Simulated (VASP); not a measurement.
# ZnS (zincblende type) (F-43m) in VASP: notebook

ZnS (zincblende type) is run at these levels: PBE; tasks: single point, relaxation of cell and atoms.

All numbers are computed with VASP 6.6.1; they aren't measurements. Logs are shortened: lines on timing, memory, paths and dates and some standing lists are left out, and cuts for length are marked.

## Step 1: The cell of the first run

The structure is cubic, space group F-43m (No. 216). Conventional cell: a = 5.286 Å, b = 5.286 Å, c = 5.286 Å, α = 90.00°, β = 90.00°, γ = 90.00°. Zn (site symmetry -43m) has 4 S at 2.29 Å within 3.0 Å. S (site symmetry -43m) has 4 Zn at 2.29 Å within 3.0 Å.

## Step 2: Single point, PBE

Input file INCAR:

```
PREC = Accurate ; ENCUT = 520
EDIFF = 1E-7 ; ISMEAR = -1
SIGMA = 0.08 ; LREAL = False
LASPH = True ; NELM = 60
ALGO = Normal ; ISIF = 2
LWAVE = False ; LCHARG = False
GGA = PE ; NBANDS = 16
```

Input file KPOINTS:

```
regular mesh
0
Gamma
  13 13 13
```

Input file POSCAR:

```
ZnS
1.0
    0.0000000000      2.6432097775      2.6432097775
    2.6432097775      0.0000000000      2.6432097775
    2.6432097775      2.6432097775      0.0000000000
Zn S
1 1
Direct
    0.0000000000      0.0000000000      0.0000000000
    0.2500000000      0.2500000000      0.2500000000
```

Potentials or basis: VASP PAW PBE potentials, release 64 (Zn, S).

Command:

```sh
$ cat potpaw_PBE.64/Zn/POTCAR potpaw_PBE.64/S/POTCAR > POTCAR
$ mpirun -np 1 vasp_std > vasp.out
```

OUTCAR:

```text
PREC = Accurate
   ENCUT = 520
   EDIFF = 1E-7
   ISMEAR = -1
   LREAL = False
   LASPH = True
   NELM = 60
   ISIF = 2
   GGA = PE

 ion  position               nearest neighbor table
   1  0.000  0.000  0.000-   2 2.29   2 2.29   2 2.29   2 2.29
   2  0.250  0.250  0.250-   1 2.29   1 2.29   1 2.29   1 2.29

  LATTYP: Found a face centered cubic cell.
 ALAT       =     5.2864195550

  Lattice vectors:

 A1 = (   0.0000000000,   2.6432097775,   2.6432097775)
 A2 = (   2.6432097775,   0.0000000000,   2.6432097775)
 A3 = (   2.6432097775,   2.6432097775,   0.0000000000)

Analysis of symmetry for initial positions (statically):
=====================================================================
 Subroutine PRICEL returns:
 Original cell was already a primitive cell.

 Routine SETGRP: Setting up the symmetry group for a
 face centered cubic supercell.

 Subroutine GETGRP returns: Found 24 space group operations
 (whereof 24 operations were pure point group operations)
 out of a pool of 48 trial point group operations.

The static configuration has the point symmetry T_d .

Analysis of symmetry for dynamics (positions and initial velocities):
=====================================================================
 Subroutine PRICEL returns:
 Original cell was already a primitive cell.

 Routine SETGRP: Setting up the symmetry group for a
 face centered cubic supercell.

 Subroutine GETGRP returns: Found 24 space group operations
 (whereof 24 operations were pure point group operations)
 out of a pool of 48 trial point group operations.

The dynamic configuration has the point symmetry T_d .

 Subroutine INISYM returns: Found 24 space group operations
 (whereof 24 operations are pure point group operations),
 and found     1 'primitive' translations

----------------------------------------------------------------------------------------

                                     Primitive cell

  volume of cell :      36.9339

  direct lattice vectors                    reciprocal lattice vectors
     0.000000000  2.643209778  2.643209778    -0.189163949  0.189163949  0.189163949
     2.643209778  0.000000000  2.643209778     0.189163949 -0.189163949  0.189163949
     2.643209778  2.643209778  0.000000000     0.189163949  0.189163949 -0.189163949

  length of vectors
     3.738063116  3.738063116  3.738063116     0.327641571  0.327641571  0.327641571

  position of ions in fractional coordinates (direct lattice)
     0.000000000  0.000000000  0.000000000
     0.250000000  0.250000000  0.250000000

  ion indices of the primitive-cell ions
   primitive index   ion index
                 1           1
                 2           2

----------------------------------------------------------------------------------------

 KPOINTS: regular mesh

Automatic generation of k-mesh.
 Grid dimensions read from file:
 generate k-points for:   13   13   13

 Generating k-lattice:

  Cartesian coordinates                     Fractional coordinates (reciprocal lattice)
    -0.014551073  0.014551073  0.014551073     0.076923077  0.000000000  0.000000000
     0.014551073 -0.014551073  0.014551073     0.000000000  0.076923077  0.000000000
     0.014551073  0.014551073 -0.014551073     0.000000000  0.000000000  0.076923077

  Length of vectors
     0.025203198  0.025203198  0.025203198

  Shift w.r.t. Gamma in fractional coordinates (k-lattice)
     0.000000000  0.000000000  0.000000000

 Subroutine IBZKPT returns following result:
 ===========================================

 Found     84 irreducible k-points:

 Following reciprocal coordinates:
            Coordinates               Weight
  0.000000  0.000000  0.000000      1.000000
  0.076923  0.000000  0.000000      8.000000
  0.153846  0.000000  0.000000      8.000000
  0.230769  0.000000  0.000000      8.000000
  0.307692  0.000000  0.000000      8.000000
  0.384615  0.000000  0.000000      8.000000
[... 16 lines left out ...]
  0.384615  0.153846  0.000000     24.000000
  0.461538  0.153846  0.000000     24.000000
 [... further k-points ...]
   k-points           NKPTS =     84   k-points in BZ     NKDIM =     84   number of bands    NBANDS=     16
   number of dos      NEDOS =    301   number of ions     NIONS =      2
   total plane-waves  NPLWV =  21952
   dimension x,y,z NGX =    28 NGY =   28 NGZ =   28
   dimension x,y,z NGXF=    56 NGYF=   56 NGZF=   56
   ions per type =               1   1
   NGX,Y,Z   is equivalent  to a cutoff of  12.45, 12.45, 12.45 a.u.
   NGXF,Y,Z  is equivalent  to a cutoff of  24.91, 24.91, 24.91 a.u.
 SYSTEM =  unknown system
   PREC   = accura    normal or accurate (medium, high low for compatibility)
   ISTART =      0    job   : 0-new  1-cont  2-samecut
   ICHARG =      2    charge: 1-file 2-atom 10-const
   ISPIN  =      1    spin polarized calculation?
   LNONCOLLINEAR =      F non collinear calculations
   LSORBIT =      F    spin-orbit coupling
   LASPH  =      T    aspherical Exc in radial PAW
   ENCUT  =  520.0 eV  38.22 Ry    6.18 a.u.   6.95  6.95  6.95*2*pi/ulx,y,z
   NELM   =     60;   NELMIN=  2; NELMDL= -5     # of ELM steps
   EDIFF  = 0.1E-06   stopping-criterion for ELM
   LREAL  =      F    real-space projection
   EDIFFG = 0.1E-05   stopping-criterion for IOM
   NSW    =      0    number of steps for IOM
   IBRION =     -1    ionic relax: 0-MD 1-quasi-New 2-CG
   NFREE  =      0    steps in history (QN), initial steepest desc. (CG)
   ISIF   =      2    stress and relaxation
   ISYM   =      2    0-nonsym 1-usesym 2-fastsym
   POTIM  = 0.5000    time-step for ionic-motion
   TEBEG  =    0.0;   TEEND  =   0.0 temperature during run
   PSTRESS=    0.0 pullay stress
   NELECT =      18.0000    total number of electrons
   NUPDOWN=      -1.0000    fix difference up-down
   EMIN   =  10.00;   EMAX   =-10.00  energy-range for DOS
   EFERMI =   0.00;   METHOD = LEGACY
   ISMEAR =    -1;   SIGMA  =   0.08  broadening in eV -4-tet -1-fermi 0-gaus
   EFERMI_NEDOS =   21; number of points for ismear=-14 and -15
   IALGO  =     38    algorithm
   IMIX   =      4    mixing-type and parameters
     AMIX     =   0.40;   BMIX     =  1.00
     AMIX_MAG =   1.60;   BMIX_MAG =  1.00
  volume/ion in A,a.u.               =      18.47       124.62
  Fermi-wavevector in a.u.,A,eV,Ry     =   1.288321  2.434573 22.582550  1.659771
  Thomas-Fermi vector in A             =   2.420282
   LORBIT       =      0    0 simple, 1 ext, 2 COOP (PROOUT), +10 PAW based schemes
   GGA     = PE    functional components
   LHFCALC =     F    Hartree Fock is set to
   AEXX    =    0.0000 exact exchange contribution
   IVDW    =     0    specifies the selected vdW correction
   LEPSILON=     F    determine dielectric tensor
   LRPA    =     F    only Hartree local field effects (RPA)
 non-spin polarized calculation
  energy-cutoff  :      520.00
  volume of cell :       36.93
 maximum number of plane-waves:      1010
   NGX = 13   NGY = 13   NGZ = 13

 number of electron      18.0000010 magnetization

 Free energy of the ion-electron system (eV)
  ---------------------------------------------------
  ext. energy  EPLUGINS =         0.00000000
  ---------------------------------------------------
  free energy    TOTEN  =        -6.77573132 eV

  energy without entropy =       -6.77573131  energy(sigma->0) =       -6.77573131

 E-fermi :   4.0665     XC(G=0):  -9.9444

 val. band max:        2.7475483811   @ k =   0.0000   0.0000   0.0000
 cond. band min:       5.1571396235   @ k =   0.0000   0.0000   0.0000
 fundamental gap:      2.4095912424
 Fermi energy:         4.0664550434

 k-point     1 :       0.0000    0.0000    0.0000
  band No.  band energies     occupation
      1     -10.8765      2.00000
      2      -3.8793      2.00000
      3      -3.8793      2.00000
      4      -3.8793      2.00000
      5      -3.2993      2.00000
      6      -3.2993      2.00000
[... 8 lines left out ...]
     15      14.5821      0.00000
     16      14.9913      0.00000

 k-point     2 :       0.0769    0.0000    0.0000
  band No.  band energies     occupation
      1     -10.8261      2.00000
      2      -3.8821      2.00000
      3      -3.8697      2.00000
      4      -3.8697      2.00000
      5      -3.3004      2.00000
      6      -3.3004      2.00000
[... 8 lines left out ...]
     15      14.2713      0.00000
     16      15.3729      0.00000

 k-point     3 :       0.1538    0.0000    0.0000
  band No.  band energies     occupation
      1     -10.6816      2.00000
      2      -3.8835      2.00000
      3      -3.8442      2.00000
      4      -3.8442      2.00000
      5      -3.3018      2.00000
      6      -3.3018      2.00000
[... 8 lines left out ...]
     15      13.8103      0.00000
     16      15.7596      0.00000

 k-point     4 :       0.2308    0.0000    0.0000
  band No.  band energies     occupation
      1     -10.4639      2.00000
      2      -3.8631      2.00000
      3      -3.8108      2.00000
      4      -3.8108      2.00000
      5      -3.2995      2.00000
      6      -3.2995      2.00000
[... 8 lines left out ...]
     15      13.7046      0.00000
     16      15.2709      0.00000

 k-point     5 :       0.3077    0.0000    0.0000
  band No.  band energies     occupation
      1     -10.2114      2.00000
      2      -3.7873      2.00000
      3      -3.7801      2.00000
      4      -3.7801      2.00000
      5      -3.2901      2.00000
      6      -3.2901      2.00000
[... 8 lines left out ...]
     15      14.1596      0.00000
     16      14.8720      0.00000

 k-point     6 :       0.3846    0.0000    0.0000
  band No.  band energies     occupation
      1      -9.9815      2.00000
      2      -3.7591      2.00000
      3      -3.7591      2.00000
      4      -3.6108      2.00000
      5      -3.2759      2.00000
      6      -3.2759      2.00000
[... 8 lines left out ...]
     15      15.0806      0.00000
     16      15.0806      0.00000

 k-point     7 :       0.4615    0.0000    0.0000
  band No.  band energies     occupation
      1      -9.8416      2.00000
      2      -3.7494      2.00000
      3      -3.7494      2.00000
      4      -3.2837      2.00000
      5      -3.2649      2.00000
      6      -3.2649      2.00000
[... 8 lines left out ...]
     15      16.1029      0.00000
     16      16.1029      0.00000

 k-point     8 :       0.0769    0.0769    0.0000
  band No.  band energies     occupation
      1     -10.8093      2.00000
      2      -3.8911      2.00000
      3      -3.8624      2.00000
      4      -3.8624      2.00000
      5      -3.3075      2.00000
      6      -3.2942      2.00000
[... 8 lines left out ...]
     15      14.6600      0.00000
     16      15.5396      0.00000

 k-point     9 :       0.1538    0.0769    0.0000
  band No.  band energies     occupation
      1     -10.6961      2.00000
      2      -3.8990      2.00000
      3      -3.8399      2.00000
      4      -3.8379      2.00000
      5      -3.3150      2.00000
      6      -3.2898      2.00000
[... 8 lines left out ...]
     15      14.5057      0.00000
     16      16.2011      0.00000
[... 172 lines left out ...]
 k-point    19 :      -0.0769    0.0769    0.0000
  band No.  band energies     occupation
      1     -10.7443      2.00000
      2      -3.8882      2.00000
      3      -3.8577      2.00000
      4      -3.8480      2.00000
      5      -3.3083      2.00000
      6      -3.2950      2.00000
[... 8 lines left out ...]
     15      14.2322      0.00000
     16      15.9380      0.00000

 k-point    20 :       0.1538    0.1538    0.0000
  band No.  band energies     occupation
      1     -10.6164      2.00000
      2      -3.9214      2.00000
      3      -3.8128      2.00000
      4      -3.8128      2.00000
      5      -3.3281      2.00000
      6      -3.2799      2.00000
[... 8 lines left out ...]
     15      14.8891      0.00000
     16      16.9281      0.00000

 k-point    21 :       0.2308    0.1538    0.0000
  band No.  band energies     occupation
      1     -10.4539      2.00000
      2      -3.9287      2.00000
      3      -3.7767      2.00000
      4      -3.7762      2.00000
      5      -3.3358      2.00000
      6      -3.2713      2.00000
[... 8 lines left out ...]
     15      14.9395      0.00000
     16      17.3988      0.00000

 k-point    22 :       0.3077    0.1538    0.0000
  band No.  band energies     occupation
      1     -10.2347      2.00000
      2      -3.9028      2.00000
      3      -3.7389      2.00000
      4      -3.7348      2.00000
      5      -3.3292      2.00000
      6      -3.2625      2.00000
[... 8 lines left out ...]
     15      15.1726      0.00000
     16      16.9015      0.00000

 k-point    23 :       0.3846    0.1538    0.0000
  band No.  band energies     occupation
      1     -10.0022      2.00000
      2      -3.8352      2.00000
      3      -3.7108      2.00000
      4      -3.6733      2.00000
      5      -3.2982      2.00000
      6      -3.2548      2.00000
[... 8 lines left out ...]
     15      15.8167      0.00000
     16      16.5687      0.00000

 k-point    24 :       0.4615    0.1538    0.0000
  band No.  band energies     occupation
      1      -9.8141      2.00000
      2      -3.7759      2.00000
      3      -3.6964      2.00000
      4      -3.5285      2.00000
      5      -3.2538      2.00000
      6      -3.2233      2.00000
[... 8 lines left out ...]
     15      16.4573      0.00000
     16      16.7234      0.00000

 [... further k-points ...]
[... 5 lines left out ...]
  --------------------------------------------------------------------------------------
  -------------------------------------------------------------------------------------
  Total        1.7579535      1.7579535      1.7579535     -0.0000000      0.0000000      0.0000000
  in kB       76.2593438     76.2593438     76.2593438     -0.0000000      0.0000000      0.0000000
  external PRESSURE =      76.2593438 kB  Pullay stress =       0.0000000 kB

 VOLUME and BASIS-vectors are now :
 -----------------------------------------------------------------------------
  energy-cutoff  :      520.00
  volume of cell :       36.93
      direct lattice vectors                 reciprocal lattice vectors
     0.000000000  2.643209778  2.643209778    -0.189163949  0.189163949  0.189163949
     2.643209778  0.000000000  2.643209778     0.189163949 -0.189163949  0.189163949
     2.643209778  2.643209778  0.000000000     0.189163949  0.189163949 -0.189163949

 POSITION                                       TOTAL-FORCE (eV/Angst)
 -----------------------------------------------------------------------------------
      0.00000      0.00000      0.00000        -0.000000     -0.000000     -0.000000
      1.32160      1.32160      1.32160         0.000000      0.000000      0.000000
 -----------------------------------------------------------------------------------
    total drift:                                0.000002      0.000002      0.000002

  FREE ENERGIE OF THE ION-ELECTRON SYSTEM (eV)
  ---------------------------------------------------
  free  energy   TOTEN  =        -6.7757313152 eV

  energy  without entropy=       -6.7757313120  energy(sigma->0) =       -6.77573131
```

It took 65 s on 1 thread of Intel Xeon 8259CL, shared host; peak memory 0.19 GiB.

What came out:

| Item | Value |
| --- | --- |
| Free energy | -6.7757 eV |
| Pressure | 7.6 GPa |
| Band gap on the k mesh | 2.41 eV |

Levels at points of the mesh, in eV from the valence-band top:
```
           k point  band 5  band 6  band 7  band 8  band 9  band 10  band 11  band 12  band 13  band 14
(0.00, 0.00, 0.00)   -6.05   -6.05    0.00    0.00    0.00     2.41     6.34     6.34     6.34    11.83
```

Caveat: the cell stands under pressure; an odd mesh through Γ misses points on the zone boundary, where band edges can lie.

(Part 1 of 2 ends here.)
